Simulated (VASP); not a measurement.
Wanted: the native input for a VASP 6.6.1 run.

```yaml
Task: single point
Functional: PBE
Dispersion: D3(BJ)
Potentials_or_basis: VASP PAW PBE potentials, release 64 (Ti_sv)
Cutoff: 520 eV
k_mesh: 10 × 10 × 6
Occupations: fermi-dirac, width 0.05 eV
Spin: no spin polarisation
Dipole_correction: no
Further_INCAR_settings: ALGO = Normal; EDIFF = 1e-06; NBANDS = 19
```

The structure of Ti lies in POSCAR:

```
Ti
1.0
    2.8894701224      0.0000000000      0.0000000000
   -1.4447350612      2.5023545295      0.0000000000
    0.0000000000      0.0000000000      4.5646620217
Ti
2
Direct
    0.6666666667      0.3333333333      0.7500000000
    0.3333333333      0.6666666667      0.2500000000
```

The input as run:

INCAR

```
ALGO = Normal
EDIFF = 1E-6
ENCUT = 520
GGA = PE
ISIF = 2
ISMEAR = -1
IVDW = 12
LASPH = T
LCHARG = T
LELF = T
LREAL = F
LVHAR = T
LWAVE = F
NBANDS = 19
NELM = 80
PREC = Accurate
SIGMA = 0.05
```

KPOINTS

```
k-points
0
Gamma
  10 10 6
```

Potentials or basis: VASP PAW PBE potentials, release 64 (Ti_sv).

Command:

```sh
$ cat potpaw_PBE.64/Ti_sv/POTCAR > POTCAR
$ mpirun -np 1 vasp_std > vasp.out
```

Results of the run:

| Item | Value |
| --- | --- |
| Pressure | -0.3 GPa |
| Band gap on the k mesh | zero (band 12 reaches 9.69 eV, above the bottom of band 13 at 8.68 eV) |
| Dispersion energy per atom | -0.635 eV |

Caveat: pairwise dispersion overbinds metals, which lowers pressure and volume.

Wall time 28 s on 1 thread of Intel Xeon 6975P-C (shared host), peak memory 0.18 GiB.
